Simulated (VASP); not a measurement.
# BaTe (R-3m) in VASP: notebook

Aim: see how the results for BaTe move with the level of theory and the settings. Levels: PBE, r2SCAN, HSE06. Tasks: single point.

Program: VASP 6.6.1. These are calculated values, not measurements. Logs are shortened: lines on timing, memory, paths and dates and some standing lists are left out, and cuts for length are marked.

## (1) The cell of the first run

Symmetry: R-3m, No. 166, trigonal system. Conventional cell: a = 4.844 Å, b = 4.844 Å, c = 12.585 Å, α = 90.00°, β = 90.00°, γ = 120.00°. Ba (site symmetry -3m) has 6 Te at 3.50 Å within 4.6 Å. Within 4.6 Å of Te (site symmetry -3m) lie 6 Ba at 3.50 Å.

## (2) Single point, PBE (epitaxial 111 strain -3.0%)

Input file INCAR:

```
SYSTEM = BaTe
  PREC = Accurate
  ENCUT = 500
  EDIFF = 1E-6
  ISMEAR = -1
  SIGMA = 0.02
  LREAL = .FALSE.
  LASPH = .TRUE.
  NELM = 120
  ALGO = Normal
  ISIF = 2
  LWAVE = .FALSE.
  LCHARG = .TRUE.
  GGA = PE
  LELF = .TRUE.
  LVHAR = .TRUE.
  NBANDS = 15
  GGA_COMPAT = .FALSE.
```

Input file KPOINTS:

```
Automatic mesh
0
G
  6 6 6
  0 0 0
```

Input file POSCAR:

```
BaTe
1.0
    0.1386806333      3.5636829174      3.5636829174
    3.5636829174      0.1386806333      3.5636829174
    3.5636829174      3.5636829174      0.1386806333
Ba Te
1 1
Direct
    0.0000000000      0.0000000000      0.0000000000
    0.5000000000      0.5000000000      0.5000000000
```

Potentials or basis: VASP PAW PBE potentials, release 64 (Ba_sv, Te).

Started as:

```sh
> cat potpaw_PBE.64/Ba_sv/POTCAR potpaw_PBE.64/Te/POTCAR > POTCAR
> mpirun -np 1 vasp_std > vasp.out
```

OUTCAR:

```text
SYSTEM = BaTe
   PREC = Accurate
   ENCUT = 500
   EDIFF = 1E-6
   ISMEAR = -1
   LREAL = .FALSE.
   LASPH = .TRUE.
   NELM = 120
   ISIF = 2
   GGA = PE

 ion  position               nearest neighbor table
   1  0.000  0.000  0.000-   2 3.50   2 3.50   2 3.50   2 3.50   2 3.50   2 3.50
   2  0.500  0.500  0.500-   1 3.50   1 3.50   1 3.50   1 3.50   1 3.50   1 3.50

  LATTYP: Found a trigonal (rhomboedric) cell.
 ALAT       =     5.0417163932
 COS(alpha) =     0.5385072244

  Lattice vectors:

 A1 = (   0.1386806333,   3.5636829174,   3.5636829174)
 A2 = (   3.5636829174,   0.1386806333,   3.5636829174)
 A3 = (   3.5636829174,   3.5636829174,   0.1386806333)

Analysis of symmetry for initial positions (statically):
=====================================================================
 Subroutine PRICEL returns:
 Original cell was already a primitive cell.

 Routine SETGRP: Setting up the symmetry group for a
 trigonal (rhombohedral) supercell.

 Subroutine GETGRP returns: Found 12 space group operations
 (whereof 12 operations were pure point group operations)
 out of a pool of 12 trial point group operations.

The static configuration has the point symmetry D_3d.

Analysis of symmetry for dynamics (positions and initial velocities):
=====================================================================
 Subroutine PRICEL returns:
 Original cell was already a primitive cell.

 Routine SETGRP: Setting up the symmetry group for a
 trigonal (rhombohedral) supercell.

 Subroutine GETGRP returns: Found 12 space group operations
 (whereof 12 operations were pure point group operations)
 out of a pool of 12 trial point group operations.

The dynamic configuration has the point symmetry D_3d.

 Subroutine INISYM returns: Found 12 space group operations
 (whereof 12 operations are pure point group operations),
 and found     1 'primitive' translations

----------------------------------------------------------------------------------------

                                     Primitive cell

  volume of cell :      85.2354

  direct lattice vectors                    reciprocal lattice vectors
     0.138680633  3.563682917  3.563682917    -0.148771597  0.143199011  0.143199011
     3.563682917  0.138680633  3.563682917     0.143199011 -0.148771597  0.143199011
     3.563682917  3.563682917  0.138680633     0.143199011  0.143199011 -0.148771597

  length of vectors
     5.041716393  5.041716393  5.041716393     0.251286493  0.251286493  0.251286493

  position of ions in fractional coordinates (direct lattice)
     0.000000000  0.000000000  0.000000000
     0.500000000  0.500000000  0.500000000

  ion indices of the primitive-cell ions
   primitive index   ion index
                 1           1
                 2           2

----------------------------------------------------------------------------------------

 KPOINTS: Automatic mesh

Automatic generation of k-mesh.
 Grid dimensions read from file:
 generate k-points for:    6    6    6

 Generating k-lattice:

  Cartesian coordinates                     Fractional coordinates (reciprocal lattice)
    -0.024795266  0.023866502  0.023866502     0.166666667  0.000000000 -0.000000000
     0.023866502 -0.024795266  0.023866502     0.000000000  0.166666667 -0.000000000
     0.023866502  0.023866502 -0.024795266     0.000000000  0.000000000  0.166666667

  Length of vectors
     0.041881082  0.041881082  0.041881082

  Shift w.r.t. Gamma in fractional coordinates (k-lattice)
     0.000000000  0.000000000  0.000000000

 Subroutine IBZKPT returns following result:
 ===========================================

 Found     32 irreducible k-points:

 Following reciprocal coordinates:
            Coordinates               Weight
  0.000000  0.000000  0.000000      1.000000
  0.166667  0.000000 -0.000000      6.000000
  0.333333 -0.000000 -0.000000      6.000000
  0.500000 -0.000000 -0.000000      3.000000
  0.166667  0.166667  0.000000      6.000000
  0.333333  0.166667 -0.000000     12.000000
[... 16 lines left out ...]
  0.500000  0.500000  0.166667      6.000000
 -0.333333  0.500000  0.166667     12.000000
 [... further k-points ...]
   k-points           NKPTS =     32   k-points in BZ     NKDIM =     32   number of bands    NBANDS=     15
   number of dos      NEDOS =    301   number of ions     NIONS =      2
   total plane-waves  NPLWV =  64000
   dimension x,y,z NGX =    40 NGY =   40 NGZ =   40
   dimension x,y,z NGXF=    80 NGYF=   80 NGZF=   80
   ions per type =               1   1
   NGX,Y,Z   is equivalent  to a cutoff of  13.19, 13.19, 13.19 a.u.
   NGXF,Y,Z  is equivalent  to a cutoff of  26.38, 26.38, 26.38 a.u.
 SYSTEM =  BaTe
   PREC   = accura    normal or accurate (medium, high low for compatibility)
   ISTART =      0    job   : 0-new  1-cont  2-samecut
   ICHARG =      2    charge: 1-file 2-atom 10-const
   ISPIN  =      1    spin polarized calculation?
   LNONCOLLINEAR =      F non collinear calculations
   LSORBIT =      F    spin-orbit coupling
   LASPH  =      T    aspherical Exc in radial PAW
   ENCUT  =  500.0 eV  36.75 Ry    6.06 a.u.   9.19  9.19  9.19*2*pi/ulx,y,z
   NELM   =    120;   NELMIN=  2; NELMDL= -5     # of ELM steps
   EDIFF  = 0.1E-05   stopping-criterion for ELM
   LREAL  =      F    real-space projection
   EDIFFG = 0.1E-04   stopping-criterion for IOM
   NSW    =      0    number of steps for IOM
   IBRION =     -1    ionic relax: 0-MD 1-quasi-New 2-CG
   NFREE  =      0    steps in history (QN), initial steepest desc. (CG)
   ISIF   =      2    stress and relaxation
   ISYM   =      2    0-nonsym 1-usesym 2-fastsym
   POTIM  = 0.5000    time-step for ionic-motion
   TEBEG  =    0.0;   TEEND  =   0.0 temperature during run
   PSTRESS=    0.0 pullay stress
   NELECT =      16.0000    total number of electrons
   NUPDOWN=      -1.0000    fix difference up-down
   EMIN   =  10.00;   EMAX   =-10.00  energy-range for DOS
   EFERMI =   0.00;   METHOD = LEGACY
   ISMEAR =    -1;   SIGMA  =   0.02  broadening in eV -4-tet -1-fermi 0-gaus
   EFERMI_NEDOS =   21; number of points for ismear=-14 and -15
   IALGO  =     38    algorithm
   IMIX   =      4    mixing-type and parameters
     AMIX     =   0.40;   BMIX     =  1.00
     AMIX_MAG =   1.60;   BMIX_MAG =  1.00
  volume/ion in A,a.u.               =      42.62       287.60
  Fermi-wavevector in a.u.,A,eV,Ry     =   0.937364  1.771361 11.954772  0.878651
  Thomas-Fermi vector in A             =   2.064467
   LORBIT       =      0    0 simple, 1 ext, 2 COOP (PROOUT), +10 PAW based schemes
   GGA     = PE    functional components
   LHFCALC =     F    Hartree Fock is set to
   AEXX    =    0.0000 exact exchange contribution
   IVDW    =     0    specifies the selected vdW correction
   LEPSILON=     F    determine dielectric tensor
   LRPA    =     F    only Hartree local field effects (RPA)
 non-spin polarized calculation
  energy-cutoff  :      500.00
  volume of cell :       85.24
 maximum number of plane-waves:      2181
 NGX is ok and might be reduce to    40
   NGX = 19   NGY = 19   NGZ = 19

 number of electron      16.0000000 magnetization

 Free energy of the ion-electron system (eV)
  ---------------------------------------------------
  ext. energy  EPLUGINS =         0.00000000
  ---------------------------------------------------
  free energy    TOTEN  =        -8.59868155 eV

  energy without entropy =       -8.59868155  energy(sigma->0) =       -8.59868155

 E-fermi :   2.7837     XC(G=0):  -8.2716

 val. band max:        2.3975819139   @ k =   0.0000   0.0000   0.0000
 cond. band min:       3.8189479575   @ k =   0.5000   0.5000  -0.0000
 fundamental gap:      1.4213660436
 Fermi energy:         2.7836790700

 k-point     1 :       0.0000    0.0000    0.0000
  band No.  band energies     occupation
      1     -24.6992      2.00000
      2      -9.8525      2.00000
      3      -9.8496      2.00000
      4      -9.8496      2.00000
      5      -7.2326      2.00000
      6       2.1927      2.00000
      7       2.3976      2.00000
      8       2.3976      2.00000
      9       4.8663      0.00000
     10       5.3549      0.00000
     11       5.3549      0.00000
     12       5.3777      0.00000
     13       5.8891      0.00000
     14       5.8891      0.00000
     15       9.3203      0.00000

 k-point     2 :       0.1667    0.0000   -0.0000
  band No.  band energies     occupation
      1     -24.6955      2.00000
      2      -9.9749      2.00000
      3      -9.8554      2.00000
      4      -9.8533      2.00000
      5      -7.0353      2.00000
      6       1.5496      2.00000
      7       1.8144      2.00000
      8       2.0126      2.00000
      9       5.1881      0.00000
     10       5.4420      0.00000
     11       5.6939      0.00000
     12       6.4194      0.00000
     13       6.6760      0.00000
     14       6.6802      0.00000
     15      10.2183      0.00000

 k-point     3 :       0.3333   -0.0000   -0.0000
  band No.  band energies     occupation
      1     -24.6880      2.00000
      2     -10.1889      2.00000
      3      -9.8669      2.00000
      4      -9.8554      2.00000
      5      -6.6639      2.00000
      6       0.4951      2.00000
      7       1.2425      2.00000
      8       1.4673      2.00000
      9       5.6991      0.00000
     10       6.2231      0.00000
     11       6.6151      0.00000
     12       7.7778      0.00000
     13       8.3273      0.00000
     14       8.3500      0.00000
     15      10.3828      0.00000
[... 343 lines left out ...]
 k-point    23 :       0.5000    0.5000    0.1667
  band No.  band energies     occupation
      1     -24.6827      2.00000
      2     -10.0639      2.00000
      3      -9.9830      2.00000
      4      -9.9127      2.00000
      5      -6.8792      2.00000
      6       1.0238      2.00000
      7       1.4491      2.00000
      8       1.8345      2.00000
      9       4.4155      0.00000
     10       7.1848      0.00000
     11       7.4168      0.00000
     12       7.5414      0.00000
     13       7.7659      0.00000
     14       8.2526      0.00000
     15      10.0867      0.00000

 k-point    24 :      -0.3333    0.5000    0.1667
  band No.  band energies     occupation
      1     -24.6807      2.00000
      2     -10.0430      2.00000
      3      -9.9861      2.00000
      4      -9.9617      2.00000
      5      -6.8637      2.00000
      6       1.2201      2.00000
      7       1.2473      2.00000
      8       1.5759      2.00000
      9       4.8635      0.00000
     10       6.8549      0.00000
     11       7.0006      0.00000
     12       7.5774      0.00000
     13       8.1289      0.00000
     14       8.8541      0.00000
     15      10.4214      0.00000

 [... further k-points ...]

------------------------ aborting loop because EDIFF is reached ----------------------------------------

  FORCE on cell =-STRESS in cart. coord.  units (eV):
  Direction    XX          YY          ZZ          XY          YZ          ZX
  --------------------------------------------------------------------------------------
  -------------------------------------------------------------------------------------
  Total        0.7030925      0.7030925      0.7030925     -0.2529634     -0.2529634     -0.2529634
  in kB       13.2160948     13.2160948     13.2160948     -4.7549760     -4.7549760     -4.7549760
  external PRESSURE =      13.2160948 kB  Pullay stress =       0.0000000 kB

 VOLUME and BASIS-vectors are now :
 -----------------------------------------------------------------------------
  energy-cutoff  :      500.00
  volume of cell :       85.24
      direct lattice vectors                 reciprocal lattice vectors
     0.138680633  3.563682917  3.563682917    -0.148771597  0.143199011  0.143199011
     3.563682917  0.138680633  3.563682917     0.143199011 -0.148771597  0.143199011
     3.563682917  3.563682917  0.138680633     0.143199011  0.143199011 -0.148771597

 POSITION                                       TOTAL-FORCE (eV/Angst)
 -----------------------------------------------------------------------------------
      0.00000      0.00000      0.00000         0.000000      0.000000     -0.000000
      3.63302      3.63302      3.63302        -0.000000     -0.000000      0.000000
 -----------------------------------------------------------------------------------
    total drift:                                0.000000     -0.000000     -0.000000

  FREE ENERGIE OF THE ION-ELECTRON SYSTEM (eV)
  ---------------------------------------------------
  free  energy   TOTEN  =        -8.5986815518 eV

  energy  without entropy=       -8.5986815517  energy(sigma->0) =       -8.59868155
```

Wall time 58 s (1 thread of Intel Xeon 8259CL, shared host); peak memory 0.25 GiB.

Results:

```yaml
Free_energy: -8.5987 eV
Pressure: 1.3 GPa
Band_gap_on_the_k_mesh: 1.42 eV (least direct gap 1.80 eV)
```

Caveat: the cell differs from its parent crystal (epitaxial 111 strain -3.0%); spin-orbit coupling is left out, which moves the levels of the heavy elements. A k mesh can miss the band edges.

## (3) Single point, r2SCAN (epitaxial 111 strain -3.0%)

POSCAR is that of step 2.

Input file INCAR.step1:

```
SYSTEM = BaTe
PREC = Accurate
ENCUT = 550
ISMEAR = 0
SIGMA = 0.01
LREAL = .False.
LASPH = .True.
NELM = 120
NBANDS = 15
GGA = PE
ALGO = Normal
EDIFF = 1E-5
LWAVE = .True.
LCHARG = .False.
GGA_COMPAT = .False.
```

Input file INCAR.step2:

```
SYSTEM = BaTe
PREC = Accurate
ENCUT = 550
EDIFF = 1E-6
ISMEAR = 0
SIGMA = 0.01
LREAL = .False.
LASPH = .True.
NELM = 120
ALGO = Normal
ISIF = 2
LWAVE = .False.
LCHARG = .True.
METAGGA = R2SCAN
LMIXTAU = .True.
LELF = .True.
LVHAR = .True.
NBANDS = 15
ISTART = 1
GGA_COMPAT = .False.
```

Input file KPOINTS:

```
Automatic mesh
0
Gamma
  6 6 6
  0 0 0
```

Potentials or basis: VASP PAW PBE potentials, release 64 (Ba_sv, Te).

Started as:

```sh
> cat potpaw_PBE.64/Ba_sv/POTCAR potpaw_PBE.64/Te/POTCAR > POTCAR
> cp INCAR.step1 INCAR
> mpirun -np 1 vasp_std > vasp.out
> cp INCAR.step2 INCAR
> mpirun -np 1 vasp_std > vasp.out
```

It took 5.1 min on 1 thread of Intel Xeon 8259CL, shared host; peak memory 0.28 GiB.

It converged, with:

```
Free energy            : -55.9975 eV
Pressure               : 1.4 GPa
Band gap on the k mesh : 1.77 eV (least direct gap 2.15 eV)
```

Stress tensor (GPa, compression positive):
```
 1.39 -0.51 -0.51
-0.51  1.39 -0.51
-0.51 -0.51  1.39
```

Levels at points of the mesh, in eV from the valence-band top:
| k point | band 4 | band 5 | band 6 | band 7 | band 8 | band 9 | band 10 | band 11 | band 12 | band 13 |
| --- | --- | --- | --- | --- | --- | --- | --- | --- | --- | --- |
| (0.00, 0.00, 0.00) | -12.62 | -9.91 | -0.21 | 0.00 | 0.00 | 2.91 | 3.37 | 3.37 | 3.62 | 3.97 |
| (0.50, 0.00, 0.00) | -12.62 | -9.12 | -2.31 | -1.38 | -1.14 | 4.55 | 4.85 | 5.56 | 5.58 | 7.16 |
| (0.50, 0.50, 0.00) | -12.70 | -9.68 | -1.24 | -0.55 | -0.38 | 1.77 | 4.85 | 5.24 | 6.04 | 6.21 |
| (0.50, 0.50, 0.50) | -12.62 | -9.12 | -2.35 | -1.04 | -1.04 | 4.67 | 5.06 | 5.19 | 5.19 | 7.54 |

Caveat: the cell differs from its parent crystal (epitaxial 111 strain -3.0%); the PAW data sets were made with another functional, which shifts forces and pressure a little; spin-orbit coupling is left out, which moves the levels of the heavy elements. A k mesh can miss the band edges.

## (4) Single point, HSE06 (epitaxial 111 strain -3.0%)

POSCAR is that of step 3.

Input file INCAR.step1:

```
ALGO = Normal
EDIFF = 1E-5
ENCUT = 400
GGA = PE
GGA_COMPAT = False
ISIF = 2
ISMEAR = 0
LASPH = True
LREAL = False
LWAVE = True
NBANDS = 15
NELM = 120
PREC = Accurate
SIGMA = 0.01
```

Input file INCAR.step2:

```
ALGO = Normal
EDIFF = 1E-6
ENCUT = 400
GGA = PE
GGA_COMPAT = False
HFSCREEN = 0.2079
ISIF = 2
ISMEAR = 0
ISTART = 1
LASPH = True
LCHARG = True
LELF = True
LHFCALC = True
LREAL = False
LVHAR = True
LWAVE = False
NBANDS = 15
NELM = 120
PREC = Accurate
PRECFOCK = Normal
SIGMA = 0.01
```

Input file KPOINTS:

```
k-points
0
Gamma
  4 4 4
```

Started as:

```sh
> cat potpaw_PBE.64/Ba_sv/POTCAR potpaw_PBE.64/Te/POTCAR > POTCAR
> cp INCAR.step1 INCAR
> mpirun -np 1 vasp_std > vasp.out
> cp INCAR.step2 INCAR
> mpirun -np 1 vasp_std > vasp.out
```

Run time: 28 min. Hardware: 1 thread of Intel Xeon 8259CL, shared host; peak memory 0.32 GiB.

It converged, with:

```
Free energy            : -9.7757 eV
Pressure               : 1.0 GPa
Band gap on the k mesh : 2.13 eV (least direct gap 2.55 eV)
```

Stress tensor (GPa, compression positive):
```
 1.01 -0.52 -0.52
-0.52  1.01 -0.52
-0.52 -0.52  1.01
```

Levels at points of the mesh, in eV from the valence-band top:
```csv
k point,band 6,band 7,band 8,band 9,band 10,band 11
"(0.00, 0.00, 0.00)",-0.22,0.00,0.00,3.26,3.75,3.81
"(0.50, 0.00, 0.00)",-2.50,-1.46,-1.21,4.82,5.35,6.07
"(0.50, 0.50, 0.00)",-1.36,-0.60,-0.42,2.13,5.27,5.40
"(0.50, 0.50, 0.50)",-2.54,-1.10,-1.10,4.92,5.55,5.71
```

Caveat: the cell differs from its parent crystal (epitaxial 111 strain -3.0%); the PAW data sets were made with another functional, which shifts forces and pressure a little; spin-orbit coupling is left out, which moves the levels of the heavy elements.

## (5) Overview

| level | k mesh | cutoff (eV) | smearing | grid for exact exchange (PRECFOCK) | share of exact exchange | screening parameter | gap on the mesh (eV) | pressure (GPa) |
| --- | --- | --- | --- | --- | --- | --- | --- | --- |
| PBE | 6 × 6 × 6 | 500 | fermi-dirac 0.02 eV | - | - | - | 1.42 | 1.3 |
| r2SCAN | 6 × 6 × 6 | 550 | gaussian 0.01 eV | - | - | - | 1.77 | 1.4 |
| HSE06 | 4 × 4 × 4 | 400 | gaussian 0.01 eV | Normal | 0.25 | 0.2079 1/Å | 2.13 | 1.0 |

Alike in all rows: task single point; potentials or basis VASP PAW PBE potentials, release 64 (Ba_sv, Te); no spin polarisation; cell as given.

Caveats: spin-orbit coupling is left out, which moves the levels of the heavy elements; the PAW data sets were made with another functional, which shifts forces and pressure a little (at least some runs).

Absolute energies hang on the potentials; compare differences alone.
